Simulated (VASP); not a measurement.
# Ta4Rh (Pm-3m) in VASP: notebook

Ta4Rh is run at these levels: PBE; tasks: single point, relaxation of cell and atoms.

Everything below comes from runs of VASP 6.6.1. Logs are shortened: lines on timing, memory, paths and dates and some standing lists are left out, and cuts for length are marked.

## 1. The cell of the first run

The structure is cubic, space group Pm-3m (No. 221). The conventional cell has a = 4.342 Å, b = 4.342 Å, c = 4.342 Å, α = 90.00°, β = 90.00°, γ = 90.00°. Ta (site symmetry m-3m) has 12 Ta at 3.07 Å and 8 Rh at 3.76 Å within 4.0 Å. Ta (site symmetry 4/mmm) has 2 Rh at 2.17 Å within 2.9 Å. Rh (site symmetry m-3m) has 6 Ta at 2.17 Å within 2.9 Å.

## 2. Single point, PBE

File INCAR:

```
SYSTEM = Ta4Rh
ALGO = Normal
EDIFF = 1E-6
ENCUT = 520
GGA = PE
ISIF = 2
ISMEAR = 0
LASPH = .TRUE.
LCHARG = .FALSE.
LREAL = .FALSE.
LWAVE = .FALSE.
NBANDS = 38
NELM = 60
PREC = Accurate
SIGMA = 0.1
```

File KPOINTS:

```
k-points
0
G
  4 4 4
  0 0 0
```

File POSCAR:

```
Ta4Rh
1.0
    4.3423367500      0.0000000000      0.0000000000
    0.0000000000      4.3423367500      0.0000000000
    0.0000000000      0.0000000000      4.3423367500
Ta Rh
4 1
Direct
    0.0000000000      0.0000000000      0.0000000000
    0.5000000000      0.5000000000      0.0000000000
    0.5000000000      0.0000000000      0.5000000000
    0.0000000000      0.5000000000      0.5000000000
    0.5000000000      0.5000000000      0.5000000000
```

Potentials or basis: VASP PAW PBE potentials, release 64 (Ta_pv, Rh_pv).

Launch:

```bash
cat potpaw_PBE.64/Ta_pv/POTCAR potpaw_PBE.64/Rh_pv/POTCAR > POTCAR
mpirun -np 1 vasp_std > vasp.out
```

OUTCAR:

```text
SYSTEM = Ta4Rh
   EDIFF = 1E-6
   ENCUT = 520
   GGA = PE
   ISIF = 2
   ISMEAR = 0
   LASPH = .TRUE.
   LREAL = .FALSE.
   NELM = 60
   PREC = Accurate

 ion  position               nearest neighbor table
   1  0.000  0.000  0.000-   2 3.07   3 3.07   4 3.07   3 3.07   4 3.07   2 3.07   4 3.07   4 3.07
                             2 3.07   3 3.07   3 3.07   2 3.07
   2  0.500  0.500  0.000-   5 2.17   5 2.17   4 3.07   1 3.07   3 3.07   4 3.07   3 3.07   1 3.07
                             3 3.07   3 3.07   1 3.07   4 3.07   4 3.07   1 3.07
   3  0.500  0.000  0.500-   5 2.17   5 2.17   4 3.07   1 3.07   1 3.07   2 3.07   2 3.07   4 3.07
                             2 3.07   2 3.07   1 3.07   4 3.07   1 3.07   4 3.07
   4  0.000  0.500  0.500-   5 2.17   5 2.17   3 3.07   1 3.07   1 3.07   2 3.07   1 3.07   3 3.07
                             1 3.07   2 3.07   3 3.07   2 3.07   2 3.07   3 3.07
   5  0.500  0.500  0.500-   2 2.17   3 2.17   4 2.17   2 2.17   3 2.17   4 2.17

  LATTYP: Found a simple cubic cell.
 ALAT       =     4.3423367500

  Lattice vectors:

 A1 = (   4.3423367500,   0.0000000000,   0.0000000000)
 A2 = (   0.0000000000,   4.3423367500,   0.0000000000)
 A3 = (   0.0000000000,   0.0000000000,   4.3423367500)

Analysis of symmetry for initial positions (statically):
=====================================================================
 Subroutine PRICEL returns:
 Original cell was already a primitive cell.

 Routine SETGRP: Setting up the symmetry group for a
 simple cubic supercell.

 Subroutine GETGRP returns: Found 48 space group operations
 (whereof 48 operations were pure point group operations)
 out of a pool of 48 trial point group operations.

The static configuration has the point symmetry O_h .

Analysis of symmetry for dynamics (positions and initial velocities):
=====================================================================
 Subroutine PRICEL returns:
 Original cell was already a primitive cell.

 Routine SETGRP: Setting up the symmetry group for a
 simple cubic supercell.

 Subroutine GETGRP returns: Found 48 space group operations
 (whereof 48 operations were pure point group operations)
 out of a pool of 48 trial point group operations.

The dynamic configuration has the point symmetry O_h .

 Subroutine INISYM returns: Found 48 space group operations
 (whereof 48 operations are pure point group operations),
 and found     1 'primitive' translations
[... 85 lines left out ...]
   NELM   =     60;   NELMIN=  2; NELMDL= -5     # of ELM steps
   EDIFF  = 0.1E-05   stopping-criterion for ELM
   LREAL  =      F    real-space projection
   EDIFFG = 0.1E-04   stopping-criterion for IOM
   NSW    =      0    number of steps for IOM
   IBRION =     -1    ionic relax: 0-MD 1-quasi-New 2-CG
   NFREE  =      0    steps in history (QN), initial steepest desc. (CG)
   ISIF   =      2    stress and relaxation
   ISYM   =      2    0-nonsym 1-usesym 2-fastsym
   POTIM  = 0.5000    time-step for ionic-motion
   TEBEG  =    0.0;   TEEND  =   0.0 temperature during run
   PSTRESS=    0.0 pullay stress
   NELECT =      59.0000    total number of electrons
   NUPDOWN=      -1.0000    fix difference up-down
   EMIN   =  10.00;   EMAX   =-10.00  energy-range for DOS
   EFERMI =   0.00;   METHOD = LEGACY
   ISMEAR =     0;   SIGMA  =   0.10  broadening in eV -4-tet -1-fermi 0-gaus
   EFERMI_NEDOS =   21; number of points for ismear=-14 and -15
   IALGO  =     38    algorithm
   IMIX   =      4    mixing-type and parameters
     AMIX     =   0.40;   BMIX     =  1.00
     AMIX_MAG =   1.60;   BMIX_MAG =  1.00
  volume/ion in A,a.u.               =      16.38       110.51
  Fermi-wavevector in a.u.,A,eV,Ry     =   1.467693  2.773538 29.308634  2.154124
  Thomas-Fermi vector in A             =   2.583280
   LORBIT       =      0    0 simple, 1 ext, 2 COOP (PROOUT), +10 PAW based schemes
   GGA     = PE    functional components
   LHFCALC =     F    Hartree Fock is set to
   AEXX    =    0.0000 exact exchange contribution
   IVDW    =     0    specifies the selected vdW correction
   LEPSILON=     F    determine dielectric tensor
   LRPA    =     F    only Hartree local field effects (RPA)
 non-spin polarized calculation
 Gauss-broadening in eV      SIGMA  =   0.10
  energy-cutoff  :      520.00
  volume of cell :       81.88
 maximum number of plane-waves:      2272
   NGX = 17   NGY = 17   NGZ = 17

 number of electron      59.0000033 magnetization

 Free energy of the ion-electron system (eV)
  ---------------------------------------------------
  ext. energy  EPLUGINS =         0.00000000
  ---------------------------------------------------
  free energy    TOTEN  =       -43.41828276 eV

  energy without entropy =      -43.37949015  energy(sigma->0) =      -43.39888645

 E-fermi :   7.8118     XC(G=0): -12.9448

 val. band max:        7.6943942446   @ k =   0.5000   0.5000   0.2500
 cond. band min:       7.8200357241   @ k =   0.5000   0.0000   0.0000
 fundamental gap:      0.1256414795
 Fermi energy:         7.8117824651

 k-point     1 :       0.0000    0.0000    0.0000
  band No.  band energies     occupation
      1     -41.8476      2.00000
      2     -41.8476      2.00000
      3     -41.8476      2.00000
      4     -27.0227      2.00000
      5     -27.0227      2.00000
      6     -27.0227      2.00000
[... 399 lines left out ...]
     37      11.7428      0.00000
     38      11.7428      0.00000

------------------------ aborting loop because EDIFF is reached ----------------------------------------

  FORCE on cell =-STRESS in cart. coord.  units (eV):
  Direction    XX          YY          ZZ          XY          YZ          ZX
  --------------------------------------------------------------------------------------
  -------------------------------------------------------------------------------------
  Total       39.1453319     39.1453319     39.1453319      0.0000000      0.0000000     -0.0000000
  in kB      765.9846407    765.9846407    765.9846407      0.0000000      0.0000000     -0.0000000
  external PRESSURE =     765.9846407 kB  Pullay stress =       0.0000000 kB

 VOLUME and BASIS-vectors are now :
 -----------------------------------------------------------------------------
  energy-cutoff  :      520.00
  volume of cell :       81.88
      direct lattice vectors                 reciprocal lattice vectors
     4.342336750  0.000000000  0.000000000     0.230290753  0.000000000  0.000000000
     0.000000000  4.342336750  0.000000000     0.000000000  0.230290753  0.000000000
     0.000000000  0.000000000  4.342336750     0.000000000  0.000000000  0.230290753

 POSITION                                       TOTAL-FORCE (eV/Angst)
 -----------------------------------------------------------------------------------
      0.00000      0.00000      0.00000         0.000000      0.000000      0.000000
      2.17117      2.17117      0.00000         0.000000      0.000000      0.000000
      2.17117      0.00000      2.17117         0.000000      0.000000      0.000000
      0.00000      2.17117      2.17117         0.000000      0.000000      0.000000
      2.17117      2.17117      2.17117         0.000000      0.000000      0.000000
 -----------------------------------------------------------------------------------
    total drift:                                0.000000     -0.000000     -0.000000

  FREE ENERGIE OF THE ION-ELECTRON SYSTEM (eV)
  ---------------------------------------------------
  free  energy   TOTEN  =       -43.4182827551 eV

  energy  without entropy=      -43.3794901490  energy(sigma->0) =      -43.39888645
```

OSZICAR:

```text
N       E                     dE             d eps       ncg     rms          rms(c)
DAV:   1     0.668099284219E+03    0.66810E+03   -0.33706E+04   768   0.165E+03
DAV:   2    -0.155311155872E+02   -0.68363E+03   -0.66740E+03   802   0.514E+02
DAV:   3    -0.450806534054E+02   -0.29550E+02   -0.28511E+02   954   0.102E+02
DAV:   4    -0.456050846856E+02   -0.52443E+00   -0.51450E+00   908   0.125E+01
DAV:   5    -0.456153429074E+02   -0.10258E-01   -0.10245E-01   952   0.161E+00    0.437E+01
DAV:   6    -0.440847418705E+02    0.15306E+01   -0.49435E+00   938   0.117E+01    0.243E+01
DAV:   7    -0.442506977349E+02   -0.16596E+00   -0.85447E+00   934   0.181E+01    0.799E+00
DAV:   8    -0.434187368987E+02    0.83196E+00   -0.29187E+00   888   0.784E+00    0.798E-01
DAV:   9    -0.434199841397E+02   -0.12472E-02   -0.10416E-01   940   0.196E+00    0.545E-01
DAV:  10    -0.434183807661E+02    0.16034E-02   -0.75177E-03   898   0.694E-01    0.320E-01
DAV:  11    -0.434183222829E+02    0.58483E-04   -0.13619E-03   928   0.266E-01    0.611E-02
DAV:  12    -0.434182871310E+02    0.35152E-04   -0.22013E-04   886   0.112E-01    0.405E-02
DAV:  13    -0.434182830327E+02    0.40983E-05   -0.20317E-05   952   0.364E-02    0.434E-03
DAV:  14    -0.434182827551E+02    0.27757E-06   -0.11419E-06   576   0.821E-03
   1 F= -.43418283E+02 E0= -.43398886E+02  d E =-.387926E-01
```

stdout:

```text
POSCAR found type information on POSCAR TaRh
 POSCAR found :  2 types and       5 ions
 scaLAPACK will be used
 LDA part: xc-table for (Slater+PW92), standard interpolation
 POSCAR, INCAR and KPOINTS ok, starting setup
 FFT: planning ... GRIDC
 FFT: planning ... GRID_SOFT
 FFT: planning ... GRID
 WAVECAR not read
 entering main loop
```

Wall time 24 s (1 thread of Intel Xeon Platinum 8488C (Sapphire Rapids), shared host); peak memory 0.18 GiB.

Results:

```yaml
Free_energy: -43.4183 eV
Pressure: 76.6 GPa
```

Caveat: the k points lie up to 0.36 Å⁻¹ apart; spin-orbit coupling is left out, which moves the levels of the heavy elements.

[end of part 1 of 3]
